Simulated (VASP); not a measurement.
# Co (P6/mmm) in VASP: further runs

Co is run at these levels: PBE; tasks: single point, relaxation of shape and atoms at fixed volume.

All numbers are computed with VASP 6.6.1; they aren't measurements. Logs are shortened: lines on timing, memory, paths and dates and some standing lists are left out, and cuts for length are marked.

## 1. The cell of the first run

Symmetry: P6/mmm, No. 191, hexagonal system. Conventional cell: a = 2.448 Å, b = 2.448 Å, c = 2.315 Å, α = 90.00°, β = 90.00°, γ = 120.00°. Within 3.1 Å of Co (site symmetry 6/mmm) lie 8 Co at 2.32 to 2.45 Å.

This isn't the form of Co at room conditions, which is hcp.

## 2. Single point, PBE, collinear spin, ferromagnetic start

Contents of INCAR:

```
PREC = Accurate
ENCUT = 600
EDIFF = 1E-6
ISMEAR = -1
SIGMA = 0.1
LREAL = False
LASPH = True
NELM = 200
ALGO = Normal
ISIF = 2
LWAVE = False
LCHARG = False
ISPIN = 2
MAGMOM = 1.7
LORBIT = 11
LMAXMIX = 4
GGA = PE
NBANDS = 18
GGA_COMPAT = False
```

Contents of KPOINTS:

```
regular mesh
0
Gamma
  18 18 17
```

Contents of POSCAR:

```
Co
1.0
    2.4484686119      0.0000000000      0.0000000000
   -1.2242343060      2.1204360183      0.0000000000
    0.0000000000      0.0000000000      2.3153972186
Co
1
Direct
    0.0000000000      0.0000000000      0.0000000000
```

Potentials or basis: VASP PAW PBE potentials, release 64 (Co_sv).

Command:

```sh
cat potpaw_PBE.64/Co_sv/POTCAR > POTCAR
mpirun -np 1 vasp_std > vasp.out
```

OUTCAR:

```text
PREC = Accurate
   ENCUT = 600
   EDIFF = 1E-6
   ISMEAR = -1
   LREAL = False
   LASPH = True
   NELM = 200
   ISIF = 2
   ISPIN = 2
   LORBIT = 11
   GGA = PE

 ion  position               nearest neighbor table
   1  0.000  0.000  0.000-

  LATTYP: Found a hexagonal cell.
 ALAT       =     2.4484686119
 C/A-ratio  =     0.9456511745

  Lattice vectors:

 A1 = (   2.4484686119,   0.0000000000,   0.0000000000)
 A2 = (  -1.2242343060,   2.1204360183,   0.0000000000)
 A3 = (   0.0000000000,   0.0000000000,   2.3153972186)

Analysis of symmetry for initial positions (statically):
=====================================================================
 Subroutine PRICEL returns:
 Original cell was already a primitive cell.

 Routine SETGRP: Setting up the symmetry group for a
 hexagonal supercell.

 Subroutine GETGRP returns: Found 24 space group operations
 (whereof 24 operations were pure point group operations)
 out of a pool of 24 trial point group operations.

The static configuration has the point symmetry D_6h.

Analysis of symmetry for dynamics (positions and initial velocities):
=====================================================================
 Subroutine PRICEL returns:
 Original cell was already a primitive cell.

 Routine SETGRP: Setting up the symmetry group for a
 hexagonal supercell.

 Subroutine GETGRP returns: Found 24 space group operations
 (whereof 24 operations were pure point group operations)
 out of a pool of 24 trial point group operations.

The dynamic configuration has the point symmetry D_6h.

Analysis of structural, dynamic, and magnetic symmetry:
=====================================================================
 Subroutine PRICEL returns:
 Original cell was already a primitive cell.

 Routine SETGRP: Setting up the symmetry group for a
 hexagonal supercell.

 Subroutine GETGRP returns: Found 24 space group operations
 (whereof 24 operations were pure point group operations)
 out of a pool of 24 trial point group operations.

The overall configuration has the point symmetry D_6h.

 Subroutine INISYM returns: Found 24 space group operations
 (whereof 24 operations are pure point group operations),
 and found     1 'primitive' translations

----------------------------------------------------------------------------------------

                                     Primitive cell

  volume of cell :      12.0211
[... 97 lines left out ...]
   PSTRESS=    0.0 pullay stress
   NELECT =      17.0000    total number of electrons
   NUPDOWN=      -1.0000    fix difference up-down
   EMIN   =  10.00;   EMAX   =-10.00  energy-range for DOS
   EFERMI =   0.00;   METHOD = LEGACY
   ISMEAR =    -1;   SIGMA  =   0.10  broadening in eV -4-tet -1-fermi 0-gaus
   EFERMI_NEDOS =   21; number of points for ismear=-14 and -15
   IALGO  =     38    algorithm
   IMIX   =      4    mixing-type and parameters
     AMIX     =   0.40;   BMIX     =  1.00
     AMIX_MAG =   1.60;   BMIX_MAG =  1.00
  volume/ion in A,a.u.               =      12.02        81.12
  Fermi-wavevector in a.u.,A,eV,Ry     =   1.837565  3.472495 45.942050  3.376645
  Thomas-Fermi vector in A             =   2.890515
   LORBIT       =     11    0 simple, 1 ext, 2 COOP (PROOUT), +10 PAW based schemes
   GGA     = PE    functional components
   LHFCALC =     F    Hartree Fock is set to
   AEXX    =    0.0000 exact exchange contribution
   IVDW    =     0    specifies the selected vdW correction
   LEPSILON=     F    determine dielectric tensor
   LRPA    =     F    only Hartree local field effects (RPA)
 spin polarized calculation
  energy-cutoff  :      600.00
  volume of cell :       12.02
 maximum number of plane-waves:       423
 NGX is ok and might be reduce to    20
   NGX =  9   NGY =  9   NGZ =  9

 number of electron      17.0000006 magnetization       1.7730303

 Free energy of the ion-electron system (eV)
  ---------------------------------------------------
  ext. energy  EPLUGINS =         0.00000000
  ---------------------------------------------------
  free energy    TOTEN  =        -6.62647916 eV

  energy without entropy =       -6.57369556  energy(sigma->0) =       -6.60008736

 E-fermi :  10.7406     XC(G=0): -13.2078

 val. band max:       10.7394231685   @ k =   0.2222   0.1667   0.2353
 cond. band min:      10.7425093127   @ k =   0.3333   0.2222   0.2941
 fundamental gap:      0.0030861442
 Fermi energy:        10.7406045654

 spin component 1

 k-point     1 :       0.0000    0.0000    0.0000
  band No.  band energies     occupation
      1     -85.5351      1.00000
      2     -48.7150      1.00000
      3     -48.5607      1.00000
      4     -48.5607      1.00000
      5       2.0753      1.00000
      6       6.3382      1.00000
[... 493 lines left out ...]
     17      44.2705      0.00000
     18      48.1915      0.00000

 [... further k-points ...]

 spin component 2

 k-point     1 :       0.0000    0.0000    0.0000
  band No.  band energies     occupation
      1     -83.3798      1.00000
      2     -46.5022      1.00000
      3     -46.4991      1.00000
      4     -46.4991      1.00000
      5       2.2032      1.00000
      6       7.5580      1.00000
[... 493 lines left out ...]
     17      44.2444      0.00000
     18      48.4428      0.00000

 [... further k-points ...]

------------------------ aborting loop because EDIFF is reached ----------------------------------------

  FORCE on cell =-STRESS in cart. coord.  units (eV):
  Direction    XX          YY          ZZ          XY          YZ          ZX
  --------------------------------------------------------------------------------------
  -------------------------------------------------------------------------------------
  Total       -0.2454528     -0.2454528     -0.2384875      0.0000000      0.0000000     -0.0000000
  in kB      -32.7139778    -32.7139778    -31.7856443      0.0000000      0.0000000     -0.0000000
  external PRESSURE =     -32.4045333 kB  Pullay stress =       0.0000000 kB

 VOLUME and BASIS-vectors are now :
 -----------------------------------------------------------------------------
  energy-cutoff  :      600.00
  volume of cell :       12.02
      direct lattice vectors                 reciprocal lattice vectors
     2.448468612  0.000000000  0.000000000     0.408418550  0.235800560  0.000000000
    -1.224234306  2.120436018  0.000000000     0.000000000  0.471601119  0.000000000
     0.000000000  0.000000000  2.315397219     0.000000000  0.000000000  0.431891337

 POSITION                                       TOTAL-FORCE (eV/Angst)
 -----------------------------------------------------------------------------------
      0.00000      0.00000      0.00000         0.000000      0.000000      0.000000
 -----------------------------------------------------------------------------------
    total drift:                               -0.000000      0.000000     -0.000000

  FREE ENERGIE OF THE ION-ELECTRON SYSTEM (eV)
  ---------------------------------------------------
  free  energy   TOTEN  =        -6.6264791580 eV

  energy  without entropy=       -6.5736955583  energy(sigma->0) =       -6.60008736

 total charge

# of ion       s       p       d       tot
------------------------------------------
    1        2.248   6.097   6.711  15.055

 magnetization (x)

# of ion       s       p       d       tot
------------------------------------------
    1        0.005  -0.001   1.779   1.782
```

OSZICAR:

```text
N       E                     dE             d eps       ncg     rms          rms(c)
DAV:   1     0.177597515799E+03    0.17760E+03   -0.95066E+03 28908   0.266E+03
DAV:   2    -0.783938676320E+00   -0.17838E+03   -0.16630E+03 33244   0.591E+02
DAV:   3    -0.745997921095E+01   -0.66760E+01   -0.65701E+01 32690   0.113E+02
DAV:   4    -0.754687382332E+01   -0.86895E-01   -0.86861E-01 32232   0.105E+01
DAV:   5    -0.754923151168E+01   -0.23577E-02   -0.23576E-02 31858   0.161E+00    0.105E+01
DAV:   6    -0.695902997778E+01    0.59020E+00   -0.37877E+00 27414   0.676E+01    0.108E+01
DAV:   7    -0.663246570517E+01    0.32656E+00   -0.78105E-01 27674   0.295E+01    0.339E+00
DAV:   8    -0.662984579477E+01    0.26199E-02   -0.12678E-02 30216   0.217E+00    0.169E+00
DAV:   9    -0.662618261587E+01    0.36632E-02   -0.35116E-03 34506   0.148E+00    0.475E-01
DAV:  10    -0.662641349573E+01   -0.23088E-03   -0.44637E-04 32870   0.538E-01    0.139E-01
DAV:  11    -0.662648529495E+01   -0.71799E-04   -0.68204E-05 37682   0.205E-01    0.384E-02
DAV:  12    -0.662647735929E+01    0.79357E-05   -0.62097E-06 31624   0.443E-02    0.221E-02
DAV:  13    -0.662647845750E+01   -0.10982E-05   -0.12667E-06 22424   0.259E-02    0.432E-03
DAV:  14    -0.662647915805E+01   -0.70054E-06   -0.17113E-07 14322   0.661E-03
   1 F= -.66264792E+01 E0= -.66000874E+01  d E =-.527836E-01  mag=     1.7731
```

Run time: 75 s. Hardware: 1 thread of Intel Xeon 6975P-C (Granite Rapids), shared host; peak memory 0.23 GiB.

What came out:

| Item | Value |
| --- | --- |
| Free energy | -6.6265 eV |
| Pressure | -3.2 GPa |
| Net moment | 1.77 μB per cell |
| Site moments | Co +1.78 μB |
| Valence electrons inside the program's atomic spheres | Co 15.05 |

Caveat: the cell stands under tension.

## 3. Single point, PBE, collinear spin, ferromagnetic start

This run uses another cell than the first one, of 10.10 Å³/atom.

Contents of INCAR:

```
SYSTEM = Co
  PREC = Accurate
  ENCUT = 600
  EDIFF = 1E-6
  ISMEAR = -1
  SIGMA = 0.1
  LREAL = .False.
  LASPH = .True.
  NELM = 200
  ALGO = Normal
  ISIF = 2
  LWAVE = .False.
  LCHARG = .True.
  ISPIN = 2
  MAGMOM = 1.7
  LORBIT = 11
  LMAXMIX = 4
  GGA = PE
  LELF = .True.
  LVHAR = .True.
  NBANDS = 18
  GGA_COMPAT = .False.
```

Contents of KPOINTS:

```
regular mesh
0
Gamma
  18 18 17
  0 0 0
```

Contents of POSCAR:

```
Co
1.0
    2.3160101015      0.0000000000      0.0000000000
   -1.1580050508      2.0057235833      0.0000000000
    0.0000000000      0.0000000000      2.1737669262
Co
1
Direct
    0.0000000000      0.0000000000      0.0000000000
```

Potentials or basis: VASP PAW PBE potentials, release 64 (Co_sv).

Command:

```sh
cat potpaw_PBE.64/Co_sv/POTCAR > POTCAR
mpirun -np 1 vasp_std > vasp.out
```

Run time: 83 s. Hardware: 1 thread of AMD EPYC 9R45 (Zen 5), shared host; peak memory 0.18 GiB.

The run converged. Its results:

| Quantity | Value |
| --- | --- |
| Free energy | -6.4273 eV |
| Pressure | 34.9 GPa |
| Net moment | 1.37 μB per cell |
| Site moments | Co +1.37 μB |
| Valence electrons inside the program's atomic spheres | Co 15.21 |

Stress tensor (GPa, compression positive):
```
34.93  0.00  0.00
 0.00 34.93  0.00
 0.00  0.00 34.81
```

Levels at points of the mesh, in eV from the Fermi level:
Spin up:
```tsv
k point	band 7	band 8	band 9	band 10	band 11	band 12
(0.00, 0.00, 0.00)	-2.73	-2.73	-0.52	-0.52	21.56	23.39
(0.50, 0.00, 0.00)	-1.93	-0.80	-0.75	-0.04	6.58	17.93
```
Spin down:
```csv
k point,band 5,band 6,band 7,band 8,band 9,band 10,band 11,band 12
"(0.00, 0.00, 0.00)",-9.47,-4.11,-1.48,-1.48,1.43,1.43,21.91,23.26
"(0.50, 0.00, 0.00)",-4.92,-3.37,-0.67,-0.14,1.11,1.40,7.40,18.20
```

Caveat: the cell stands under pressure.

## 4. Relaxation of shape and atoms at fixed volume, PBE, collinear spin, ferromagnetic start

This run uses another cell than the first one, of 5.41 Å³/atom.

Contents of INCAR:

```
PREC = Accurate
ENCUT = 600
EDIFF = 1E-6
ISMEAR = -1
SIGMA = 0.1
LREAL = False
LASPH = True
NELM = 150
ALGO = Normal
ISIF = 4
LWAVE = False
LCHARG = False
ISPIN = 2
MAGMOM = 1.7
LORBIT = 11
LMAXMIX = 4
GGA = PE
IBRION = 2
NSW = 50
EDIFFG = -0.005
```

Contents of KPOINTS:

```
Automatic mesh
0
Gamma
  18 18 17
```

Contents of POSCAR:

```
Co
1.0
    1.8762845922      0.0000000000      0.0000000000
   -0.9381422961      1.6249101216      0.0000000000
    0.0000000000      0.0000000000      1.7743107284
Co
1
Direct
    0.0000000000      0.0000000000      0.0000000000
```

Potentials or basis: VASP PAW PBE potentials, release 64 (Co).

Command:

```sh
cat potpaw_PBE.64/Co/POTCAR > POTCAR
mpirun -np 1 vasp_std > vasp.out
```

It took 4.3 min on 1 thread of Intel Xeon 8259CL, shared host; peak memory 0.17 GiB.

The run converged, but its numbers aren't listed here, since they failed a check.

Caveat: atoms lie so close that the PAW spheres overlap strongly, which falsifies energies and pressures.
